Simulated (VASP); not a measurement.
# Na5H (P-62m) in VASP: a series of runs

The runs below take Na5H through single point, relaxation of cell and atoms, with PBE.

Everything below comes from runs of VASP 6.6.1. Logs are shortened: lines on timing, memory, paths and dates and some standing lists are left out, and cuts for length are marked.

**1. The cell of the first run**

Symmetry: P-62m, No. 189, hexagonal system. Conventional cell: a = 5.765 Å, b = 5.765 Å, c = 5.101 Å, α = 90.00°, β = 90.00°, γ = 120.00°. Na (site symmetry m2m) has 10 Na at 3.08 to 3.92 Å and 2 H at 3.41 Å within 4.0 Å. Na (site symmetry -6) has 9 Na at 3.11 to 3.33 Å and 3 H at 3.33 Å within 4.1 Å. Within 4.4 Å of H (site symmetry -62m) lie 18 Na at 3.33 to 4.33 Å.

**2. Single point, PBE**

The input, INCAR:

```
SYSTEM = Na5H
ALGO     = Normal         ! electronic algorithm
EDIFF    = 1E-7           ! SCF threshold, eV
ENCUT    = 520            ! plane-wave cutoff, eV
GGA      = PE             ! functional
ISIF     = 2              ! what is computed and relaxed
ISMEAR   = 0              ! smearing method
LASPH    = .True.         ! aspherical terms in the spheres
LCHARG   = .False.        ! write CHGCAR
LREAL    = .False.        ! projectors in reciprocal space
LWAVE    = .False.        ! write WAVECAR
NBANDS   = 27             ! bands
NELM     = 80             ! most SCF steps
PREC     = Accurate       ! precision mode
SIGMA    = 0.1            ! smearing width, eV
```

The input, KPOINTS:

```
k-points
0
Gamma
  3 3 4
  0 0 0
```

The input, POSCAR:

```
Na5H
1.0
    5.7652214800      0.0000000000      0.0000000000
   -2.8826107400      4.9928282600      0.0000000000
    0.0000000000      0.0000000000      5.1009950700
Na H
5 1
Direct
    0.0000000000      0.6075096100      0.0000000000
    0.6075096100      0.0000000000      0.0000000000
    0.3924903900      0.3924903900      0.0000000000
    0.6666666700      0.3333333300      0.5000000000
    0.3333333300      0.6666666700      0.5000000000
    0.0000000000      0.0000000000      0.5000000000
```

Potentials or basis: VASP PAW PBE potentials, release 64 (Na_pv, H).

Run with:

```sh
> cat potpaw_PBE.64/Na_pv/POTCAR potpaw_PBE.64/H/POTCAR > POTCAR
> mpirun -np 1 vasp_std > vasp.out
```

OUTCAR:

```text
SYSTEM = Na5H
   EDIFF = 1E-7
   ENCUT = 520
   GGA = PE
   ISIF = 2
   ISMEAR = 0
   LASPH = .True.
   LREAL = .False.
   NELM = 80
   PREC = Accurate

 ion  position               nearest neighbor table
   1  0.000  0.608  0.000-
   2  0.608  0.000  0.000-
   3  0.392  0.392  0.000-
   4  0.667  0.333  0.500-
   5  0.333  0.667  0.500-
   6  0.000  0.000  0.500-

  LATTYP: Found a hexagonal cell.
 ALAT       =     5.7652214800
 C/A-ratio  =     0.8847873560

  Lattice vectors:

 A1 = (   5.7652214800,   0.0000000000,   0.0000000000)
 A2 = (  -2.8826107400,   4.9928282600,   0.0000000000)
 A3 = (   0.0000000000,   0.0000000000,   5.1009950700)

Analysis of symmetry for initial positions (statically):
=====================================================================
 Subroutine PRICEL returns:
 Original cell was already a primitive cell.

 Routine SETGRP: Setting up the symmetry group for a
 hexagonal supercell.

 Subroutine GETGRP returns: Found 12 space group operations
 (whereof 12 operations were pure point group operations)
 out of a pool of 24 trial point group operations.

The static configuration has the point symmetry D_3h.

Analysis of symmetry for dynamics (positions and initial velocities):
=====================================================================
 Subroutine PRICEL returns:
 Original cell was already a primitive cell.

 Routine SETGRP: Setting up the symmetry group for a
 hexagonal supercell.

 Subroutine GETGRP returns: Found 12 space group operations
 (whereof 12 operations were pure point group operations)
 out of a pool of 24 trial point group operations.

The dynamic configuration has the point symmetry D_3h.

 Subroutine INISYM returns: Found 12 space group operations
 (whereof 12 operations are pure point group operations),
 and found     1 'primitive' translations

----------------------------------------------------------------------------------------

                                     Primitive cell

  volume of cell :     146.8309

  direct lattice vectors                    reciprocal lattice vectors
     5.765221480  0.000000000  0.000000000     0.173453874  0.100143641  0.000000000
    -2.882610740  4.992828260  0.000000000     0.000000000  0.200287282  0.000000000
     0.000000000  0.000000000  5.100995070     0.000000000  0.000000000  0.196040182

  length of vectors
     5.765221480  5.765221480  5.100995070     0.200287282  0.200287282  0.196040182

  position of ions in fractional coordinates (direct lattice)
     0.000000000  0.607509610  0.000000000
     0.607509610  0.000000000  0.000000000
     0.392490390  0.392490390  0.000000000
     0.666666670  0.333333330  0.500000000
     0.333333330  0.666666670  0.500000000
     0.000000000  0.000000000  0.500000000

  ion indices of the primitive-cell ions
   primitive index   ion index
                 1           1
                 2           2
                 3           3
                 4           4
                 5           5
                 6           6

----------------------------------------------------------------------------------------

 KPOINTS: k-points

Automatic generation of k-mesh.
 Grid dimensions read from file:
 generate k-points for:    3    3    4

 Generating k-lattice:

  Cartesian coordinates                     Fractional coordinates (reciprocal lattice)
     0.057817958  0.033381214  0.000000000     0.333333333  0.000000000  0.000000000
     0.000000000  0.066762427  0.000000000     0.000000000  0.333333333  0.000000000
     0.000000000  0.000000000  0.049010045     0.000000000  0.000000000  0.250000000

  Length of vectors
     0.066762427  0.066762427  0.049010045

  Shift w.r.t. Gamma in fractional coordinates (k-lattice)
     0.000000000  0.000000000  0.000000000

 Subroutine IBZKPT returns following result:
 ===========================================

 Found      9 irreducible k-points:

 Following reciprocal coordinates:
            Coordinates               Weight
  0.000000  0.000000  0.000000      1.000000
  0.333333 -0.000000  0.000000      6.000000
  0.333333  0.333333  0.000000      2.000000
  0.000000  0.000000  0.250000      2.000000
  0.333333 -0.000000  0.250000     12.000000
  0.333333  0.333333  0.250000      4.000000
  0.000000  0.000000  0.500000      1.000000
  0.333333 -0.000000  0.500000      6.000000
  0.333333  0.333333  0.500000      2.000000
   k-points           NKPTS =      9   k-points in BZ     NKDIM =      9   number of bands    NBANDS=     27
   number of dos      NEDOS =    301   number of ions     NIONS =      6
   total plane-waves  NPLWV =  92160
   dimension x,y,z NGX =    48 NGY =   48 NGZ =   40
   dimension x,y,z NGXF=    96 NGYF=   96 NGZF=   80
   ions per type =               5   1
   NGX,Y,Z   is equivalent  to a cutoff of  13.84, 13.84, 13.04 a.u.
   NGXF,Y,Z  is equivalent  to a cutoff of  27.68, 27.68, 26.07 a.u.
 SYSTEM =  Na5H
   PREC   = accura    normal or accurate (medium, high low for compatibility)
   ISTART =      0    job   : 0-new  1-cont  2-samecut
   ICHARG =      2    charge: 1-file 2-atom 10-const
   ISPIN  =      1    spin polarized calculation?
   LNONCOLLINEAR =      F non collinear calculations
   LSORBIT =      F    spin-orbit coupling
   LASPH  =      T    aspherical Exc in radial PAW
   ENCUT  =  520.0 eV  38.22 Ry    6.18 a.u.  10.72 10.72  9.48*2*pi/ulx,y,z
   NELM   =     80;   NELMIN=  2; NELMDL= -5     # of ELM steps
   EDIFF  = 0.1E-06   stopping-criterion for ELM
   LREAL  =      F    real-space projection
   EDIFFG = 0.1E-05   stopping-criterion for IOM
   NSW    =      0    number of steps for IOM
   IBRION =     -1    ionic relax: 0-MD 1-quasi-New 2-CG
   NFREE  =      0    steps in history (QN), initial steepest desc. (CG)
   ISIF   =      2    stress and relaxation
   ISYM   =      2    0-nonsym 1-usesym 2-fastsym
   POTIM  = 0.5000    time-step for ionic-motion
   TEBEG  =    0.0;   TEEND  =   0.0 temperature during run
   PSTRESS=    0.0 pullay stress
   NELECT =      36.0000    total number of electrons
   NUPDOWN=      -1.0000    fix difference up-down
   EMIN   =  10.00;   EMAX   =-10.00  energy-range for DOS
   EFERMI =   0.00;   METHOD = LEGACY
   ISMEAR =     0;   SIGMA  =   0.10  broadening in eV -4-tet -1-fermi 0-gaus
   EFERMI_NEDOS =   21; number of points for ismear=-14 and -15
   IALGO  =     38    algorithm
   IMIX   =      4    mixing-type and parameters
     AMIX     =   0.40;   BMIX     =  1.00
     AMIX_MAG =   1.60;   BMIX_MAG =  1.00
  volume/ion in A,a.u.               =      24.47       165.14
  Fermi-wavevector in a.u.,A,eV,Ry     =   1.024636  1.936282 14.284484  1.049880
  Thomas-Fermi vector in A             =   2.158434
   LORBIT       =      0    0 simple, 1 ext, 2 COOP (PROOUT), +10 PAW based schemes
   GGA     = PE    functional components
   LHFCALC =     F    Hartree Fock is set to
   AEXX    =    0.0000 exact exchange contribution
   IVDW    =     0    specifies the selected vdW correction
   LEPSILON=     F    determine dielectric tensor
   LRPA    =     F    only Hartree local field effects (RPA)
 non-spin polarized calculation
 Gauss-broadening in eV      SIGMA  =   0.10
  energy-cutoff  :      520.00
  volume of cell :      146.83
 maximum number of plane-waves:      3976
 NGX is ok and might be reduce to    48
   NGX = 21   NGY = 21   NGZ = 19

 number of electron      35.9999986 magnetization

 Free energy of the ion-electron system (eV)
  ---------------------------------------------------
  ext. energy  EPLUGINS =         0.00000000
  ---------------------------------------------------
  free energy    TOTEN  =        -7.51115687 eV

  energy without entropy =       -7.51075028  energy(sigma->0) =       -7.51095358

 E-fermi :   0.9992     XC(G=0):  -7.2271

 val. band max:        0.7981359189   @ k =   0.3333  -0.0000   0.0000
 cond. band min:       1.1937030401   @ k =   0.3333   0.3333   0.5000
 fundamental gap:      0.3955671211
 Fermi energy:         0.9991546851

 k-point     1 :       0.0000    0.0000    0.0000
  band No.  band energies     occupation
      1     -24.0686      2.00000
      2     -24.0552      2.00000
      3     -24.0144      2.00000
      4     -24.0144      2.00000
      5     -23.9713      2.00000
      6     -23.9713      2.00000
[... 19 lines left out ...]
     26       7.0617      0.00000
     27       7.5233      0.00000

 k-point     2 :       0.3333   -0.0000    0.0000
  band No.  band energies     occupation
      1     -24.0549      2.00000
      2     -24.0490      2.00000
      3     -24.0122      2.00000
      4     -24.0077      2.00000
      5     -23.9839      2.00000
      6     -23.9717      2.00000
[... 19 lines left out ...]
     26       6.6152      0.00000
     27       7.0740      0.00000

 k-point     3 :       0.3333    0.3333    0.0000
  band No.  band energies     occupation
      1     -24.0339      2.00000
      2     -24.0339      2.00000
      3     -24.0253      2.00000
      4     -24.0253      2.00000
      5     -23.9940      2.00000
      6     -23.9721      2.00000
[... 19 lines left out ...]
     26       5.8719      0.00000
     27       5.8719      0.00000

 k-point     4 :       0.0000    0.0000    0.2500
  band No.  band energies     occupation
      1     -24.0746      2.00000
      2     -24.0454      2.00000
      3     -24.0122      2.00000
      4     -24.0122      2.00000
      5     -23.9958      2.00000
      6     -23.9958      2.00000
[... 19 lines left out ...]
     26       5.8318      0.00000
     27       6.0369      0.00000

 k-point     5 :       0.3333   -0.0000    0.2500
  band No.  band energies     occupation
      1     -24.0663      2.00000
      2     -24.0423      2.00000
      3     -24.0079      2.00000
      4     -24.0042      2.00000
      5     -23.9983      2.00000
      6     -23.9775      2.00000
[... 19 lines left out ...]
     26       6.5019      0.00000
     27       6.9625      0.00000

 k-point     6 :       0.3333    0.3333    0.2500
  band No.  band energies     occupation
      1     -24.0484      2.00000
      2     -24.0484      2.00000
      3     -24.0054      2.00000
      4     -24.0054      2.00000
      5     -24.0044      2.00000
      6     -23.9867      2.00000
[... 19 lines left out ...]
     26       7.4991      0.00000
     27       7.4991      0.00000

 k-point     7 :       0.0000    0.0000    0.5000
  band No.  band energies     occupation
      1     -24.0896      2.00000
      2     -24.0121      2.00000
      3     -24.0121      2.00000
      4     -24.0072      2.00000
      5     -24.0072      2.00000
      6     -23.9954      2.00000
[... 19 lines left out ...]
     26       4.7318      0.00000
     27       5.1519      0.00000

 k-point     8 :       0.3333   -0.0000    0.5000
  band No.  band energies     occupation
      1     -24.0774      2.00000
      2     -24.0245      2.00000
      3     -24.0142      2.00000
      4     -24.0087      2.00000
      5     -23.9973      2.00000
      6     -23.9831      2.00000
[... 19 lines left out ...]
     26       6.8700      0.00000
     27       7.6776      0.00000

 k-point     9 :       0.3333    0.3333    0.5000
  band No.  band energies     occupation
      1     -24.0515      2.00000
      2     -24.0515      2.00000
      3     -24.0164      2.00000
      4     -24.0020      2.00000
      5     -24.0020      2.00000
      6     -23.9883      2.00000
[... 19 lines left out ...]
     26       6.7432      0.00000
     27       6.9455      0.00000

------------------------ aborting loop because EDIFF is reached ----------------------------------------

  FORCE on cell =-STRESS in cart. coord.  units (eV):
  Direction    XX          YY          ZZ          XY          YZ          ZX
  --------------------------------------------------------------------------------------
  -------------------------------------------------------------------------------------
  Total        3.4701355      3.4701355      5.1380907      0.0000000     -0.0000000      0.0000000
  in kB       37.8651335     37.8651335     56.0653871      0.0000000     -0.0000000      0.0000000
  external PRESSURE =      43.9318847 kB  Pullay stress =       0.0000000 kB

 VOLUME and BASIS-vectors are now :
 -----------------------------------------------------------------------------
  energy-cutoff  :      520.00
  volume of cell :      146.83
      direct lattice vectors                 reciprocal lattice vectors
     5.765221480  0.000000000  0.000000000     0.173453874  0.100143641  0.000000000
    -2.882610740  4.992828260  0.000000000     0.000000000  0.200287282  0.000000000
     0.000000000  0.000000000  5.100995070     0.000000000  0.000000000  0.196040182

 POSITION                                       TOTAL-FORCE (eV/Angst)
 -----------------------------------------------------------------------------------
     -1.75121      3.03319      0.00000        -0.408331      0.707250     -0.000000
      3.50243      0.00000      0.00000         0.816662      0.000000     -0.000000
      1.13140      1.95964      0.00000        -0.408331     -0.707250      0.000000
      2.88261      1.66428      2.55050         0.000000     -0.000000      0.000000
     -0.00000      3.32855      2.55050         0.000000      0.000000      0.000000
      0.00000      0.00000      2.55050         0.000000      0.000000      0.000000
 -----------------------------------------------------------------------------------
    total drift:                                0.000001      0.000001     -0.000000

  FREE ENERGIE OF THE ION-ELECTRON SYSTEM (eV)
  ---------------------------------------------------
  free  energy   TOTEN  =        -7.5111568746 eV

  energy  without entropy=       -7.5107502803  energy(sigma->0) =       -7.51095358
```

It took 20 s on 1 thread of Intel Xeon Platinum 8559C (Emerald Rapids), shared host; peak memory 0.28 GiB.

Results:

| Quantity | Value |
| --- | --- |
| Free energy | -7.5112 eV |
| Pressure | 4.4 GPa |
| Largest force | 0.817 eV/Å |
| Band gap on the k mesh | zero (band 18 reaches 2.58 eV, above the bottom of band 19 at 0.76 eV) |

Forces on the atoms (eV/Å):
```
Na  -0.408  0.707  0.000
Na   0.817  0.000  0.000
Na  -0.408 -0.707  0.000
Na   0.000  0.000  0.000
Na   0.000  0.000  0.000
H    0.000  0.000  0.000
```

Caveat: the k points lie up to 0.42 Å⁻¹ apart.

(Part 1 of 2 ends here.)
